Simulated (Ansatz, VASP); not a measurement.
**One calculation of BiTe, two programs**

```
Bi Te
1.0
     0.00000    3.23327    3.23327
     3.23327    0.00000    3.23327
     3.23327    3.23327    0.00000
Bi Te
1 1
Cartesian
  0.0000 0.0000 0.0000
  3.2333 3.2333 3.2333
```

Alike in both runs: task single point; functional r2SCAN; k mesh 16 × 16 × 16; occupations gaussian, width 0.15 eV; no spin polarisation.

```csv
,VASP,Ansatz
version,VASP 6.6.1,Ansatz 0.2.0
potentials or method,"VASP PAW PBE potentials, release 64 (Bi_d, Te), cutoff 520 eV","scalar-relativistic, plane waves, PAW"
valence electrons in the cell,21,31
```

Ansatz gave:

| Property | Result |
| --- | --- |
| gap on the k mesh at the Fermi level (eV) | none |
| pressure (GPa) | 0.1 |

Question: Estimate VASP's values.

Answer: gap on the k mesh at the Fermi level (eV): none; pressure (GPa): 0.0.

VASP's potentials were made for PBE, not for r2SCAN. A gap of «none» marks a metal or a gap that the smearing closes. With one functional, cell and mesh, what is left measures potentials, basis and numerics. VASP's potentials hold 21 valence electrons a cell and Ansatz's 31, so a difference there can come from the potentials and not from the codes.

Spin-orbit coupling is off throughout.
